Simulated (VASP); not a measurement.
The system is AlCo (rocksalt type).

```xyz
2
Lattice="0.0000 2.4138 2.4138 2.4138 0.0000 2.4138 2.4138 2.4138 0.0000" Properties=species:S:1:pos:R:3 pbc="T T T"
Co    0.0000    0.0000    0.0000
Al    2.4138    2.4138    2.4138
```

| Item | Value |
| --- | --- |
| Program | VASP 6.6.1 |
| Task | relaxation of cell and atoms |
| Functional | PBE |
| Potentials or basis | VASP PAW PBE potentials, release 64 (Co, Al) |
| Cutoff | 600 eV |
| k mesh | 15 × 15 × 15 |
| Occupations | fermi-dirac, width 0.05 eV |
| Spin | no spin polarisation |

At the start: pressure -2.9 GPa; volume 14.06 Å³/atom.

Question: Where does the relaxation end?

Answer: Over 3 steps the energy falls by 3.2 meV/atom and the volume is 13.72 Å³/atom (-2.5 %); space group Fm-3m (No. 225, to 0.1 Å) before and after.

The path:
```tsv
step	energy change (eV)	largest force (eV/Å)	pressure (GPa)	volume (Å³)
1	0.0000	0.0000	-2.88	28.13
2	-0.0049	0.0000	1.54	27.11
3	-0.0064	0.0000	-0.03	27.43
```

Final structure:
```xyz
2
Lattice="0.0000 2.3938 2.3938 2.3938 0.0000 2.3938 2.3938 2.3938 0.0000" Properties=species:S:1:pos:R:3 pbc="T T T"
Co    0.0000    0.0000    0.0000
Al    2.3938    2.3938    2.3938
```

Caveat: the run has no spin polarisation, though such a crystal can be magnetic.
